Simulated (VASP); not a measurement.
# KBr (Fm-3m) in VASP: notebook

KBr is run at these levels: PBEsol, LDA; tasks: relaxation of cell and atoms.

Everything below comes from runs of VASP 6.6.1. Logs are shortened: lines on timing, memory, paths and dates and some standing lists are left out, and cuts for length are marked.

**1. The cell of the first run**

It takes space group Fm-3m (No. 225, cubic). Conventional cell: a = 6.705 Å, b = 6.705 Å, c = 6.705 Å, α = 90.00°, β = 90.00°, γ = 90.00°. Within 4.4 Å of K (site symmetry m-3m) lie 6 Br at 3.35 Å. Br (site symmetry m-3m) has 6 K at 3.35 Å within 4.4 Å.

**2. Relaxation of cell and atoms, PBEsol**

The input, INCAR:

```
SYSTEM = KBr
PREC = Accurate
ENCUT = 600
EDIFF = 1E-7
ISMEAR = -1
SIGMA = 0.02
LREAL = .FALSE.
LASPH = .TRUE.
NELM = 100
ALGO = Normal
ISIF = 3
LWAVE = .FALSE.
LCHARG = .FALSE.
GGA = PS
IBRION = 2
NSW = 80
EDIFFG = -0.005
```

The input, KPOINTS:

```
Automatic mesh
0
G
  6 6 6
  0 0 0
```

The input, POSCAR:

```
KBr
1.0
    0.0000000000      3.3523161527      3.3523161527
    3.3523161527      0.0000000000      3.3523161527
    3.3523161527      3.3523161527      0.0000000000
K Br
1 1
Direct
    0.0000000000      0.0000000000      0.0000000000
    0.5000000000      0.5000000000      0.5000000000
```

Potentials or basis: VASP PAW PBE potentials, release 64 (K_sv, Br).

Started as:

```sh
$ cat potpaw_PBE.64/K_sv/POTCAR potpaw_PBE.64/Br/POTCAR > POTCAR
$ mpirun -np 1 vasp_std > vasp.out
```

OUTCAR:

```text
SYSTEM = KBr
   PREC = Accurate
   ENCUT = 600
   EDIFF = 1E-7
   ISMEAR = -1
   LREAL = .FALSE.
   LASPH = .TRUE.
   NELM = 100
   ISIF = 3
   GGA = PS
   IBRION = 2
   NSW = 80
   EDIFFG = -0.005

 ion  position               nearest neighbor table
   1  0.000  0.000  0.000-
   2  0.500  0.500  0.500-

  LATTYP: Found a face centered cubic cell.
 ALAT       =     6.7046323054

  Lattice vectors:

 A1 = (   0.0000000000,   3.3523161527,   3.3523161527)
 A2 = (   3.3523161527,   0.0000000000,   3.3523161527)
 A3 = (   3.3523161527,   3.3523161527,   0.0000000000)

Analysis of symmetry for initial positions (statically):
=====================================================================
 Subroutine PRICEL returns:
 Original cell was already a primitive cell.

 Routine SETGRP: Setting up the symmetry group for a
 face centered cubic supercell.

 Subroutine GETGRP returns: Found 48 space group operations
 (whereof 48 operations were pure point group operations)
 out of a pool of 48 trial point group operations.

The static configuration has the point symmetry O_h .

Analysis of symmetry for dynamics (positions and initial velocities):
=====================================================================
 Subroutine PRICEL returns:
 Original cell was already a primitive cell.

 Routine SETGRP: Setting up the symmetry group for a
 face centered cubic supercell.

 Subroutine GETGRP returns: Found 48 space group operations
 (whereof 48 operations were pure point group operations)
 out of a pool of 48 trial point group operations.

The dynamic configuration has the point symmetry O_h .

 Subroutine INISYM returns: Found 48 space group operations
 (whereof 48 operations are pure point group operations),
 and found     1 'primitive' translations

----------------------------------------------------------------------------------------

                                     Primitive cell

  volume of cell :      75.3468

  direct lattice vectors                    reciprocal lattice vectors
     0.000000000  3.352316153  3.352316153    -0.149150610  0.149150610  0.149150610
     3.352316153  0.000000000  3.352316153     0.149150610 -0.149150610  0.149150610
     3.352316153  3.352316153  0.000000000     0.149150610  0.149150610 -0.149150610

  length of vectors
     4.740890969  4.740890969  4.740890969     0.258336435  0.258336435  0.258336435

  position of ions in fractional coordinates (direct lattice)
     0.000000000  0.000000000  0.000000000
     0.500000000  0.500000000  0.500000000

  ion indices of the primitive-cell ions
   primitive index   ion index
                 1           1
                 2           2

----------------------------------------------------------------------------------------

 KPOINTS: Automatic mesh

Automatic generation of k-mesh.
 Grid dimensions read from file:
 generate k-points for:    6    6    6

 Generating k-lattice:

  Cartesian coordinates                     Fractional coordinates (reciprocal lattice)
    -0.024858435  0.024858435  0.024858435     0.166666667  0.000000000  0.000000000
     0.024858435 -0.024858435  0.024858435     0.000000000  0.166666667  0.000000000
     0.024858435  0.024858435 -0.024858435     0.000000000  0.000000000  0.166666667

  Length of vectors
     0.043056072  0.043056072  0.043056072

  Shift w.r.t. Gamma in fractional coordinates (k-lattice)
     0.000000000  0.000000000  0.000000000

 Subroutine IBZKPT returns following result:
 ===========================================

 Found     16 irreducible k-points:

 Following reciprocal coordinates:
            Coordinates               Weight
  0.000000  0.000000  0.000000      1.000000
  0.166667  0.000000  0.000000      8.000000
  0.333333  0.000000  0.000000      8.000000
  0.500000  0.000000  0.000000      4.000000
  0.166667  0.166667  0.000000      6.000000
  0.333333  0.166667  0.000000     24.000000
[... 8 lines left out ...]
 -0.333333  0.333333  0.166667     24.000000
 -0.333333  0.500000  0.166667     12.000000
   k-points           NKPTS =     16   k-points in BZ     NKDIM =     16   number of bands    NBANDS=     12
   number of dos      NEDOS =    301   number of ions     NIONS =      2
   total plane-waves  NPLWV =  64000
   dimension x,y,z NGX =    40 NGY =   40 NGZ =   40
   dimension x,y,z NGXF=    80 NGYF=   80 NGZF=   80
   ions per type =               1   1
   NGX,Y,Z   is equivalent  to a cutoff of  14.03, 14.03, 14.03 a.u.
   NGXF,Y,Z  is equivalent  to a cutoff of  28.05, 28.05, 28.05 a.u.
 SYSTEM =  KBr
   PREC   = accura    normal or accurate (medium, high low for compatibility)
   ISTART =      0    job   : 0-new  1-cont  2-samecut
   ICHARG =      2    charge: 1-file 2-atom 10-const
   ISPIN  =      1    spin polarized calculation?
   LNONCOLLINEAR =      F non collinear calculations
   LSORBIT =      F    spin-orbit coupling
   LASPH  =      T    aspherical Exc in radial PAW
   ENCUT  =  600.0 eV  44.10 Ry    6.64 a.u.   9.47  9.47  9.47*2*pi/ulx,y,z
   NELM   =    100;   NELMIN=  2; NELMDL= -5     # of ELM steps
   EDIFF  = 0.1E-06   stopping-criterion for ELM
   LREAL  =      F    real-space projection
   EDIFFG = -.5E-02   stopping-criterion for IOM
   NSW    =     80    number of steps for IOM
   IBRION =      2    ionic relax: 0-MD 1-quasi-New 2-CG
   NFREE  =      1    steps in history (QN), initial steepest desc. (CG)
   ISIF   =      3    stress and relaxation
   ISYM   =      2    0-nonsym 1-usesym 2-fastsym
   POTIM  = 0.5000    time-step for ionic-motion
   TEBEG  =    0.0;   TEEND  =   0.0 temperature during run
   PSTRESS=    0.0 pullay stress
   NELECT =      16.0000    total number of electrons
   NUPDOWN=      -1.0000    fix difference up-down
   EMIN   =  10.00;   EMAX   =-10.00  energy-range for DOS
   EFERMI =   0.00;   METHOD = LEGACY
   ISMEAR =    -1;   SIGMA  =   0.02  broadening in eV -4-tet -1-fermi 0-gaus
   EFERMI_NEDOS =   21; number of points for ismear=-14 and -15
   IALGO  =     38    algorithm
   IMIX   =      4    mixing-type and parameters
     AMIX     =   0.40;   BMIX     =  1.00
     AMIX_MAG =   1.60;   BMIX_MAG =  1.00
  volume/ion in A,a.u.               =      37.67       254.23
  Fermi-wavevector in a.u.,A,eV,Ry     =   0.976697  1.845690 12.979101  0.953937
  Thomas-Fermi vector in A             =   2.107336
   LORBIT       =      0    0 simple, 1 ext, 2 COOP (PROOUT), +10 PAW based schemes
   GGA     = PS    functional components
   LHFCALC =     F    Hartree Fock is set to
   AEXX    =    0.0000 exact exchange contribution
   IVDW    =     0    specifies the selected vdW correction
   LEPSILON=     F    determine dielectric tensor
   LRPA    =     F    only Hartree local field effects (RPA)
 conjugate gradient relaxation of ions
 non-spin polarized calculation
  energy-cutoff  :      600.00
  volume of cell :       75.35
 maximum number of plane-waves:      2565
 NGX is ok and might be reduce to    40
   NGX = 19   NGY = 19   NGZ = 19

--------------------------------------- Ionic step        1  -------------------------------------------

 number of electron      15.9999999 magnetization

 Free energy of the ion-electron system (eV)
  ---------------------------------------------------
  ext. energy  EPLUGINS =         0.00000000
  ---------------------------------------------------
  free energy    TOTEN  =        -6.44635002 eV

  energy without entropy =       -6.44635002  energy(sigma->0) =       -6.44635002

------------------------ aborting loop because EDIFF is reached ----------------------------------------

  FORCE on cell =-STRESS in cart. coord.  units (eV):
  Direction    XX          YY          ZZ          XY          YZ          ZX
  --------------------------------------------------------------------------------------
  -------------------------------------------------------------------------------------
  Total       -0.4046609     -0.4046609     -0.4046609      0.0000000      0.0000000      0.0000000
  in kB       -8.6047233     -8.6047233     -8.6047233      0.0000000      0.0000000      0.0000000
  external PRESSURE =      -8.6047233 kB  Pullay stress =       0.0000000 kB

 VOLUME and BASIS-vectors are now :
 -----------------------------------------------------------------------------
  energy-cutoff  :      600.00
  volume of cell :       75.35
      direct lattice vectors                 reciprocal lattice vectors
     0.000000000  3.352316153  3.352316153    -0.149150610  0.149150610  0.149150610
     3.352316153  0.000000000  3.352316153     0.149150610 -0.149150610  0.149150610
     3.352316153  3.352316153  0.000000000     0.149150610  0.149150610 -0.149150610
[... 73 lines left out ...]
 POSITION                                       TOTAL-FORCE (eV/Angst)
 -----------------------------------------------------------------------------------
      3.28284      0.00000      3.28284        -0.000000     -0.000000      0.000000
      3.28284      3.28284      3.28284         0.000000      0.000000     -0.000000
 -----------------------------------------------------------------------------------
    total drift:                                0.000000     -0.000000     -0.000000

  FREE ENERGIE OF THE ION-ELECTRON SYSTEM (eV)
  ---------------------------------------------------
  free  energy   TOTEN  =        -6.4601283563 eV

  energy  without entropy=       -6.4601283562  energy(sigma->0) =       -6.46012836

--------------------------------------- Ionic step        4  -------------------------------------------

 number of electron      16.0000001 magnetization

 Free energy of the ion-electron system (eV)
  ---------------------------------------------------
  ext. energy  EPLUGINS =         0.00000000
  ---------------------------------------------------
  free energy    TOTEN  =        -6.46016111 eV

  energy without entropy =       -6.46016111  energy(sigma->0) =       -6.46016111

 E-fermi :  -1.3301     XC(G=0):  -7.6258

 val. band max:       -1.7507219896   @ k =   0.0000   0.0000   0.0000
 cond. band min:       2.5749638655   @ k =   0.0000   0.0000   0.0000
 fundamental gap:      4.3256858551
 Fermi energy:        -1.3301215536

 k-point     1 :       0.0000    0.0000    0.0000
  band No.  band energies     occupation
      1     -29.3226      2.00000
      2     -14.0816      2.00000
      3     -12.8674      2.00000
      4     -12.8674      2.00000
      5     -12.8674      2.00000
      6      -1.7507      2.00000
      7      -1.7507      2.00000
      8      -1.7507      2.00000
      9       2.5750      0.00000
     10       5.7781      0.00000
     11       5.7781      0.00000
     12       5.7781      0.00000

 k-point     2 :       0.1667    0.0000    0.0000
  band No.  band energies     occupation
      1     -29.3210      2.00000
      2     -14.1286      2.00000
      3     -12.8690      2.00000
      4     -12.8690      2.00000
      5     -12.8018      2.00000
      6      -2.1419      2.00000
      7      -1.8459      2.00000
      8      -1.8459      2.00000
      9       3.2525      0.00000
     10       5.6242      0.00000
     11       6.1117      0.00000
     12       6.1117      0.00000
[... 230 lines left out ...]
 POSITION                                       TOTAL-FORCE (eV/Angst)
 -----------------------------------------------------------------------------------
      0.00000      3.27908      3.27908         0.000000     -0.000000     -0.000000
      3.27908      3.27908      3.27908        -0.000000      0.000000      0.000000
 -----------------------------------------------------------------------------------
    total drift:                               -0.000000     -0.000000     -0.000000

  FREE ENERGIE OF THE ION-ELECTRON SYSTEM (eV)
  ---------------------------------------------------
  free  energy   TOTEN  =        -6.4601611120 eV

  energy  without entropy=       -6.4601611120  energy(sigma->0) =       -6.46016111

 reached required accuracy - stopping structural energy minimisation
```

Wall time 33 s (1 thread of AMD EPYC 9R45 (Zen 5), shared host); peak memory 0.22 GiB.

Results:

```yaml
Free_energy: -6.4602 eV
Relaxed_volume: 35.26 Å³/atom
Relaxed_cell: a = 4.637 Å, b = 4.637 Å, c = 4.637 Å, α = 60.00°, β = 60.00°, γ = 60.00°
Space_group_after_relaxing_to_0.05_Å: Fm-3m (No. 225)
Energy_gained_by_relaxing: 6.9 meV/atom
Ionic_steps: 4
Pressure_after_relaxing: 0.0 GPa
Band_gap_on_the_k_mesh: 4.33 eV, direct
```

The path:
```tsv
step	energy change (eV)	largest force (eV/Å)	pressure (GPa)	volume (Å³)
1	0.0000	0.0000	-0.86	75.35
2	-0.0094	0.0000	-0.51	73.16
3	-0.0138	0.0000	-0.05	70.76
4	-0.0138	0.0000	0.01	70.52
```

Final structure:
```
K Br
1.0
     0.00000    3.27908    3.27908
     3.27908    0.00000    3.27908
     3.27908    3.27908    0.00000
K Br
1 1
Direct
  0.00000 0.00000 0.00000
  0.50000 0.50000 0.50000
```

Levels at points of the mesh, in eV from the valence-band top:
| k point | band 5 | band 6 | band 7 | band 8 | band 9 | band 10 | band 11 | band 12 |
| --- | --- | --- | --- | --- | --- | --- | --- | --- |
| (0.00, 0.00, 0.00) | -11.12 | 0.00 | 0.00 | 0.00 | 4.33 | 7.53 | 7.53 | 7.53 |
| (0.50, 0.00, 0.00) | -10.87 | -1.25 | -0.36 | -0.36 | 6.48 | 8.20 | 9.77 | 9.77 |
| (0.50, 0.50, 0.00) | -11.16 | -0.85 | -0.30 | -0.30 | 5.72 | 7.16 | 9.36 | 9.45 |

Caveat: the PAW data sets were made with another functional, which shifts forces and pressure a little.

(Continued in part 2 of 2.)
